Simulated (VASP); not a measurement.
# TiO2 (Fm-3m) in VASP: further runs

Runs on TiO2. Level: r2SCAN. Tasks: single point, relaxation of cell and atoms.

Everything below comes from runs of VASP 6.6.1. Logs are shortened: lines on timing, memory, paths and dates and some standing lists are left out, and cuts for length are marked.

## 1. The cell of the first run

The structure is cubic, space group Fm-3m (No. 225). Conventional cell: a = 4.794 Å, b = 4.794 Å, c = 4.794 Å, α = 90.00°, β = 90.00°, γ = 90.00°. Within 2.7 Å of Ti (site symmetry m-3m) lie 8 O at 2.08 Å. Within 2.7 Å of O (site symmetry -43m) lie 4 Ti at 2.08 Å and 6 O at 2.40 Å.

## 2. Single point, r2SCAN

Input file POSCAR:

```
TiO2
1.0
    0.0000000000      2.3968026946      2.3968026946
    2.3968026946      0.0000000000      2.3968026946
    2.3968026946      2.3968026946      0.0000000000
Ti O
1 2
Direct
    0.0000000000      0.0000000000      0.0000000000
    0.2500000000      0.2500000000      0.2500000000
    0.7500000000      0.7500000000      0.7500000000
```

Input file INCAR.step1:

```
PREC     = Accurate       # precision mode
ENCUT    = 520            # plane-wave cutoff, eV
ISMEAR   = 0              # smearing method
SIGMA    = 0.02           # smearing width, eV
LREAL    = F              # projectors in reciprocal space
LASPH    = T              # aspherical terms in the spheres
NELM     = 60             # most SCF steps
NBANDS   = 19             # bands
GGA      = PE             # functional
ALGO     = Normal         # electronic algorithm
EDIFF    = 1E-4           # SCF threshold, eV
LWAVE    = T              # write WAVECAR
LCHARG   = F              # write CHGCAR
```

Input file INCAR.step2:

```
PREC     = Accurate       # precision mode
ENCUT    = 520            # plane-wave cutoff, eV
EDIFF    = 1E-6           # SCF threshold, eV
ISMEAR   = 0              # smearing method
SIGMA    = 0.02           # smearing width, eV
LREAL    = F              # projectors in reciprocal space
LASPH    = T              # aspherical terms in the spheres
NELM     = 60             # most SCF steps
ALGO     = Normal         # electronic algorithm
ISIF     = 2              # what is computed and relaxed
LWAVE    = F              # write WAVECAR
LCHARG   = F              # write CHGCAR
METAGGA  = R2SCAN         # meta-GGA
LMIXTAU  = T            
NBANDS   = 19             # bands
ISTART   = 1
```

Input file KPOINTS:

```
Automatic mesh
0
Gamma
  10 10 10
```

Potentials or basis: VASP PAW PBE potentials, release 64 (Ti_sv, O).

On the command line:

```bash
$ cat potpaw_PBE.64/Ti_sv/POTCAR potpaw_PBE.64/O/POTCAR > POTCAR
$ cp INCAR.step1 INCAR
$ mpirun -np 1 vasp_std > vasp.out
$ cp INCAR.step2 INCAR
$ mpirun -np 1 vasp_std > vasp.out
```

OUTCAR:

```text
PREC = Accurate
   ENCUT = 520
   EDIFF = 1E-6
   ISMEAR = 0
   LREAL = F
   LASPH = T
   NELM = 60
   ISIF = 2
   METAGGA = R2SCAN
   ISTART = 1

 ion  position               nearest neighbor table
   1  0.000  0.000  0.000-   3 2.08   3 2.08   3 2.08   2 2.08   3 2.08   2 2.08   2 2.08   2 2.08

   2  0.250  0.250  0.250-   1 2.08   1 2.08   1 2.08   1 2.08
   3  0.750  0.750  0.750-   1 2.08   1 2.08   1 2.08   1 2.08

  LATTYP: Found a face centered cubic cell.
 ALAT       =     4.7936053892

  Lattice vectors:

 A1 = (   0.0000000000,   2.3968026946,   2.3968026946)
 A2 = (   2.3968026946,   0.0000000000,   2.3968026946)
 A3 = (   2.3968026946,   2.3968026946,   0.0000000000)

Analysis of symmetry for initial positions (statically):
=====================================================================
 Subroutine PRICEL returns:
 Original cell was already a primitive cell.

 Routine SETGRP: Setting up the symmetry group for a
 face centered cubic supercell.

 Subroutine GETGRP returns: Found 48 space group operations
 (whereof 48 operations were pure point group operations)
 out of a pool of 48 trial point group operations.

The static configuration has the point symmetry O_h .

Analysis of symmetry for dynamics (positions and initial velocities):
=====================================================================
 Subroutine PRICEL returns:
 Original cell was already a primitive cell.

 Routine SETGRP: Setting up the symmetry group for a
 face centered cubic supercell.

 Subroutine GETGRP returns: Found 48 space group operations
 (whereof 48 operations were pure point group operations)
 out of a pool of 48 trial point group operations.

The dynamic configuration has the point symmetry O_h .

 Subroutine INISYM returns: Found 48 space group operations
 (whereof 48 operations are pure point group operations),
 and found     1 'primitive' translations

----------------------------------------------------------------------------------------

                                     Primitive cell

  volume of cell :      27.5376

  direct lattice vectors                    reciprocal lattice vectors
     0.000000000  2.396802695  2.396802695    -0.208611247  0.208611247  0.208611247
[... 79 lines left out ...]
   PREC   = accura    normal or accurate (medium, high low for compatibility)
   ISTART =      1    job   : 0-new  1-cont  2-samecut
   ICHARG =      0    charge: 1-file 2-atom 10-const
   ISPIN  =      1    spin polarized calculation?
   LNONCOLLINEAR =      F non collinear calculations
   LSORBIT =      F    spin-orbit coupling
   LASPH  =      T    aspherical Exc in radial PAW
   ENCUT  =  520.0 eV  38.22 Ry    6.18 a.u.   6.30  6.30  6.30*2*pi/ulx,y,z
   NELM   =     60;   NELMIN=  2; NELMDL=  0     # of ELM steps
   EDIFF  = 0.1E-05   stopping-criterion for ELM
   LREAL  =      F    real-space projection
   EDIFFG = 0.1E-04   stopping-criterion for IOM
   NSW    =      0    number of steps for IOM
   IBRION =     -1    ionic relax: 0-MD 1-quasi-New 2-CG
   NFREE  =      0    steps in history (QN), initial steepest desc. (CG)
   ISIF   =      2    stress and relaxation
   ISYM   =      2    0-nonsym 1-usesym 2-fastsym
   POTIM  = 0.5000    time-step for ionic-motion
   TEBEG  =    0.0;   TEEND  =   0.0 temperature during run
   PSTRESS=    0.0 pullay stress
   NELECT =      24.0000    total number of electrons
   NUPDOWN=      -1.0000    fix difference up-down
   EMIN   =  10.00;   EMAX   =-10.00  energy-range for DOS
   EFERMI =   0.00;   METHOD = LEGACY
   ISMEAR =     0;   SIGMA  =   0.02  broadening in eV -4-tet -1-fermi 0-gaus
   EFERMI_NEDOS =   21; number of points for ismear=-14 and -15
   IALGO  =     38    algorithm
   IMIX   =      4    mixing-type and parameters
     AMIX     =   0.40;   BMIX     =  1.00
     AMIX_MAG =   1.60;   BMIX_MAG =  1.00
  volume/ion in A,a.u.               =       9.18        61.94
  Fermi-wavevector in a.u.,A,eV,Ry     =   1.563758  2.955075 33.270871  2.445340
  Thomas-Fermi vector in A             =   2.666482
   LORBIT       =      0    0 simple, 1 ext, 2 COOP (PROOUT), +10 PAW based schemes
   METAGGA = R2SCAN    functional components
   LHFCALC =     F    Hartree Fock is set to
   AEXX    =    0.0000 exact exchange contribution
   IVDW    =     0    specifies the selected vdW correction
   LEPSILON=     F    determine dielectric tensor
   LRPA    =     F    only Hartree local field effects (RPA)
 non-spin polarized calculation
 Gauss-broadening in eV      SIGMA  =   0.02
  energy-cutoff  :      520.00
  volume of cell :       27.54
 maximum number of plane-waves:       754
 NGX is ok and might be reduce to    28
   NGX = 13   NGY = 13   NGZ = 13

 number of electron      23.9999996 magnetization

 Free energy of the ion-electron system (eV)
  ---------------------------------------------------
  ext. energy  EPLUGINS =         0.00000000
  ---------------------------------------------------
  free energy    TOTEN  =       -34.10073612 eV

  energy without entropy =      -34.10073612  energy(sigma->0) =      -34.10073612

 E-fermi :   7.3325     XC(G=0): -13.0580

 val. band max:        7.1247542843   @ k =   0.5000   0.5000   0.0000
 cond. band min:       8.6699221947   @ k =   0.0000   0.0000   0.0000
 fundamental gap:      1.5451679104
 Fermi energy:         7.3324900568

 k-point     1 :       0.0000    0.0000    0.0000
  band No.  band energies     occupation
      1     -52.8769      2.00000
      2     -27.9107      2.00000
      3     -27.9106      2.00000
      4     -27.9106      2.00000
      5     -13.6352      2.00000
      6      -9.8189      2.00000
[... 505 lines left out ...]
      6     -11.1445      2.00000
[... 11 lines left out ...]
     18      18.2765      0.00000
     19      22.2323      0.00000

 [... further k-points ...]
[... 5 lines left out ...]
  --------------------------------------------------------------------------------------
  -------------------------------------------------------------------------------------
  Total        0.2683283      0.2683283      0.2683283     -0.0000000      0.0000000     -0.0000000
  in kB       15.6117011     15.6117011     15.6117011     -0.0000000      0.0000000     -0.0000000
  external PRESSURE =      15.6117011 kB  Pullay stress =       0.0000000 kB

 VOLUME and BASIS-vectors are now :
 -----------------------------------------------------------------------------
  energy-cutoff  :      520.00
  volume of cell :       27.54
      direct lattice vectors                 reciprocal lattice vectors
     0.000000000  2.396802695  2.396802695    -0.208611247  0.208611247  0.208611247
     2.396802695  0.000000000  2.396802695     0.208611247 -0.208611247  0.208611247
     2.396802695  2.396802695  0.000000000     0.208611247  0.208611247 -0.208611247

 POSITION                                       TOTAL-FORCE (eV/Angst)
 -----------------------------------------------------------------------------------
      0.00000      0.00000      0.00000         0.000000      0.000000      0.000000
      1.19840      1.19840      1.19840        -0.000000     -0.000000     -0.000000
      3.59520      3.59520      3.59520         0.000000      0.000000      0.000000
 -----------------------------------------------------------------------------------
    total drift:                                0.000000     -0.000000      0.000000

  FREE ENERGIE OF THE ION-ELECTRON SYSTEM (eV)
  ---------------------------------------------------
  free  energy   TOTEN  =       -34.1007361208 eV

  energy  without entropy=      -34.1007361208  energy(sigma->0) =      -34.10073612
```

OUTCAR.step1:

```text
PREC = Accurate
   ENCUT = 520
   ISMEAR = 0
   LREAL = F
[... 755 lines left out ...]
      0.00000      0.00000      0.00000        -0.000000     -0.000000     -0.000000
      1.19840      1.19840      1.19840        -0.000000     -0.000000     -0.000000
      3.59520      3.59520      3.59520         0.000000      0.000000      0.000000
 -----------------------------------------------------------------------------------
    total drift:                                0.000000     -0.000000      0.000000

  FREE ENERGIE OF THE ION-ELECTRON SYSTEM (eV)
  ---------------------------------------------------
  free  energy   TOTEN  =       -26.0171429215 eV

  energy  without entropy=      -26.0171429215  energy(sigma->0) =      -26.01714292
```

Run time: 3.2 min. Hardware: 1 thread of Intel Xeon Platinum 8488C (Sapphire Rapids), shared host; peak memory 0.18 GiB.

Results:

```yaml
Free_energy: -34.1007 eV
Pressure: 1.6 GPa
Band_gap_on_the_k_mesh: 1.55 eV, indirect (least direct gap 2.24 eV)
```

Caveat: the PAW data sets were made with another functional, which shifts forces and pressure a little. r2SCAN opens gaps a little over a GGA but as a rule still falls short of measured ones.

## 3. Relaxation of cell and atoms, r2SCAN

POSCAR is that of step 2.

Input file INCAR.step1:

```
PREC = Accurate
ENCUT = 600
ISMEAR = 0
SIGMA = 0.02
LREAL = F
LASPH = T
NELM = 100
GGA = PE
ALGO = Normal
EDIFF = 1E-4
LWAVE = T
LCHARG = F
```

Input file INCAR.step2:

```
PREC = Accurate
ENCUT = 600
EDIFF = 1E-6
ISMEAR = 0
SIGMA = 0.02
LREAL = F
LASPH = T
NELM = 100
ALGO = Normal
ISIF = 3
LWAVE = F
LCHARG = F
METAGGA = R2SCAN
LMIXTAU = T
IBRION = 2
NSW = 80
EDIFFG = -0.01
ISTART = 1
```

Input file KPOINTS:

```
regular mesh
0
Gamma
  10 10 10
```

Potentials or basis: VASP PAW PBE potentials, release 64 (Ti_sv, O).

On the command line:

```bash
$ cat potpaw_PBE.64/Ti_sv/POTCAR potpaw_PBE.64/O/POTCAR > POTCAR
$ cp INCAR.step1 INCAR
$ mpirun -np 1 vasp_std > vasp.out
$ cp INCAR.step2 INCAR
$ mpirun -np 1 vasp_std > vasp.out
```

OUTCAR:

```text
PREC = Accurate
   ENCUT = 600
   EDIFF = 1E-6
   ISMEAR = 0
   LREAL = F
   LASPH = T
   NELM = 100
   ISIF = 3
   METAGGA = R2SCAN
   IBRION = 2
   NSW = 80
   EDIFFG = -0.01
   ISTART = 1

 ion  position               nearest neighbor table
   1  0.000  0.000  0.000-   3 2.08   3 2.08   3 2.08   2 2.08   3 2.08   2 2.08   2 2.08   2 2.08

   2  0.250  0.250  0.250-   1 2.08   1 2.08   1 2.08   1 2.08
   3  0.750  0.750  0.750-   1 2.08   1 2.08   1 2.08   1 2.08

  LATTYP: Found a face centered cubic cell.
 ALAT       =     4.7936053892

  Lattice vectors:

 A1 = (   0.0000000000,   2.3968026946,   2.3968026946)
 A2 = (   2.3968026946,   0.0000000000,   2.3968026946)
 A3 = (   2.3968026946,   2.3968026946,   0.0000000000)

Analysis of symmetry for initial positions (statically):
=====================================================================
 Subroutine PRICEL returns:
 Original cell was already a primitive cell.

 Routine SETGRP: Setting up the symmetry group for a
 face centered cubic supercell.

 Subroutine GETGRP returns: Found 48 space group operations
 (whereof 48 operations were pure point group operations)
 out of a pool of 48 trial point group operations.

The static configuration has the point symmetry O_h .

Analysis of symmetry for dynamics (positions and initial velocities):
=====================================================================
 Subroutine PRICEL returns:
 Original cell was already a primitive cell.

 Routine SETGRP: Setting up the symmetry group for a
 face centered cubic supercell.

 Subroutine GETGRP returns: Found 48 space group operations
 (whereof 48 operations were pure point group operations)
 out of a pool of 48 trial point group operations.

The dynamic configuration has the point symmetry O_h .

[... 121 lines left out ...]
  volume/ion in A,a.u.               =       9.18        61.94
  Fermi-wavevector in a.u.,A,eV,Ry     =   1.563758  2.955075 33.270871  2.445340
  Thomas-Fermi vector in A             =   2.666482
   LORBIT       =      0    0 simple, 1 ext, 2 COOP (PROOUT), +10 PAW based schemes
   METAGGA = R2SCAN    functional components
   LHFCALC =     F    Hartree Fock is set to
   AEXX    =    0.0000 exact exchange contribution
   IVDW    =     0    specifies the selected vdW correction
   LEPSILON=     F    determine dielectric tensor
   LRPA    =     F    only Hartree local field effects (RPA)
 conjugate gradient relaxation of ions
 non-spin polarized calculation
 Gauss-broadening in eV      SIGMA  =   0.02
  energy-cutoff  :      600.00
  volume of cell :       27.54
 maximum number of plane-waves:       941
   NGX = 13   NGY = 13   NGZ = 13

--------------------------------------- Ionic step        1  -------------------------------------------

 number of electron      23.9999996 magnetization

 Free energy of the ion-electron system (eV)
  ---------------------------------------------------
  ext. energy  EPLUGINS =         0.00000000
  ---------------------------------------------------
  free energy    TOTEN  =       -34.10759691 eV

  energy without entropy =      -34.10759691  energy(sigma->0) =      -34.10759691

------------------------ aborting loop because EDIFF is reached ----------------------------------------

  FORCE on cell =-STRESS in cart. coord.  units (eV):
  Direction    XX          YY          ZZ          XY          YZ          ZX
  --------------------------------------------------------------------------------------
  -------------------------------------------------------------------------------------
  Total        0.2238271      0.2238271      0.2238271      0.0000000      0.0000000      0.0000000
  in kB       13.0225628     13.0225628     13.0225628      0.0000000      0.0000000      0.0000000
  external PRESSURE =      13.0225628 kB  Pullay stress =       0.0000000 kB
[... 61 lines left out ...]
--------------------------------------- Ionic step        3  -------------------------------------------

 number of electron      23.9999996 magnetization

 Free energy of the ion-electron system (eV)
  ---------------------------------------------------
  ext. energy  EPLUGINS =         0.00000000
  ---------------------------------------------------
  free energy    TOTEN  =       -34.10810498 eV

  energy without entropy =      -34.10810498  energy(sigma->0) =      -34.10810498

 E-fermi :   7.1811     XC(G=0): -13.0305

 val. band max:        7.0628334369   @ k =   0.5000   0.5000   0.0000
 cond. band min:       8.6033036705   @ k =   0.0000   0.0000   0.0000
 fundamental gap:      1.5404702335
 Fermi energy:         7.1810579950

 k-point     1 :       0.0000    0.0000    0.0000
  band No.  band energies     occupation
      1     -52.9496      2.00000
      2     -27.9833      2.00000
      3     -27.9832      2.00000
      4     -27.9832      2.00000
      5     -13.6634      2.00000
      6      -9.8756      2.00000
[... 433 lines left out ...]
      3     -28.0502      2.00000
      4     -28.0406      2.00000
      5     -12.1514      2.00000
      6     -11.1880      2.00000
[... 8 lines left out ...]
     15      11.1320      0.00000
     16      11.5416      0.00000

 [... further k-points ...]
[... 5 lines left out ...]
  --------------------------------------------------------------------------------------
  -------------------------------------------------------------------------------------
  Total       -0.0000753     -0.0000753     -0.0000753      0.0000000      0.0000000      0.0000000
  in kB       -0.0043624     -0.0043624     -0.0043624      0.0000000      0.0000000      0.0000000
  external PRESSURE =      -0.0043624 kB  Pullay stress =       0.0000000 kB
[... 18 lines left out ...]
  FREE ENERGIE OF THE ION-ELECTRON SYSTEM (eV)
  ---------------------------------------------------
  free  energy   TOTEN  =       -34.1081049829 eV

  energy  without entropy=      -34.1081049829  energy(sigma->0) =      -34.10810498

 reached required accuracy - stopping structural energy minimisation
```

OUTCAR.step1:

```text
PREC = Accurate
   ENCUT = 600
   ISMEAR = 0
   LREAL = F
[... 682 lines left out ...]
      0.00000      0.00000      0.00000         0.000000     -0.000000      0.000000
      1.19840      1.19840      1.19840         0.000000      0.000000      0.000000
      3.59520      3.59520      3.59520        -0.000000     -0.000000     -0.000000
 -----------------------------------------------------------------------------------
    total drift:                                0.000000     -0.000000      0.000000

  FREE ENERGIE OF THE ION-ELECTRON SYSTEM (eV)
  ---------------------------------------------------
  free  energy   TOTEN  =       -26.0214771394 eV

  energy  without entropy=      -26.0214771394  energy(sigma->0) =      -26.02147714
```

It took 7.4 min on 1 thread of Intel Xeon Platinum 8488C (Sapphire Rapids), shared host; peak memory 0.18 GiB.

Results:

| Property | Result |
| --- | --- |
| Free energy | -34.1081 eV |
| Relaxed volume | 9.22 Å³/atom |
| Relaxed cell | a = 3.395 Å, b = 3.395 Å, c = 3.395 Å, α = 60.00°, β = 60.00°, γ = 60.00° |
| Space group after relaxing (to 0.05 Å) | Fm-3m (No. 225) |
| Energy gained by relaxing | 0.2 meV/atom |
| Ionic steps | 3 |
| Pressure after relaxing | 0.0 GPa |
| Band gap on the k mesh | 1.54 eV, indirect (least direct gap 2.23 eV) |

Step by step:
```tsv
step	energy change (eV)	largest force (eV/Å)	pressure (GPa)	volume (Å³)
1	0.0000	0.0000	1.30	27.54
2	0.0004	0.0000	-1.66	27.84
3	-0.0005	0.0000	0.00	27.66
```

Final structure:
```xyz
3
Lattice="0.0000 2.4005 2.4005 2.4005 0.0000 2.4005 2.4005 2.4005 0.0000" Properties=species:S:1:pos:R:3 pbc="T T T"
Ti    0.0000    0.0000    0.0000
O     1.2002    1.2002    1.2002
O     3.6007    3.6007    3.6007
```

Caveat: the PAW data sets were made with another functional, which shifts forces and pressure a little. A k mesh can miss the band edges.
